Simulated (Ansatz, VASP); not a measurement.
## Al2Cu in VASP and in Ansatz

```
Al Cu
1.0
     4.08417    0.00000    0.00000
     0.00000    4.08417    0.00000
     0.00000    0.00000    2.84639
Al Cu
2 1
Direct
  0.50000 0.00000 0.50000
  0.00000 0.50000 0.50000
  0.94806 0.94806 0.94730
```

Alike in both runs: task single point; functional PBEsol; k mesh 12 × 12 × 16; occupations gaussian, width 0.15 eV; no spin polarisation.

|  | VASP | Ansatz |
| --- | --- | --- |
| version | VASP 6.6.1 | Ansatz 0.2.0 |
| potentials or method | VASP PAW PBE potentials, release 64 (Al, Cu), cutoff 520 eV | scalar-relativistic, plane waves, PAW |
| valence electrons in the cell | 17 | 25 |

```tsv
	VASP	Ansatz	Ansatz less VASP
gap on the k mesh at the Fermi level (eV)	none	none	-
pressure (GPa)	4.4	4.1	-0.27
traceless stress, the component that is largest in VASP (GPa)	2.41	2.41	+0.004
rms of the force components (eV/Å)	1.189	1.184	-0.0044
```

VASP's potentials were made for PBE, not for PBEsol. Atom by atom the forces differ by 0.005 eV/Å (rms over components). A gap of «none» marks a metal or a gap that the smearing closes. VASP's potentials hold 17 valence electrons a cell and Ansatz's 25, so a difference there can come from the potentials and not from the codes.
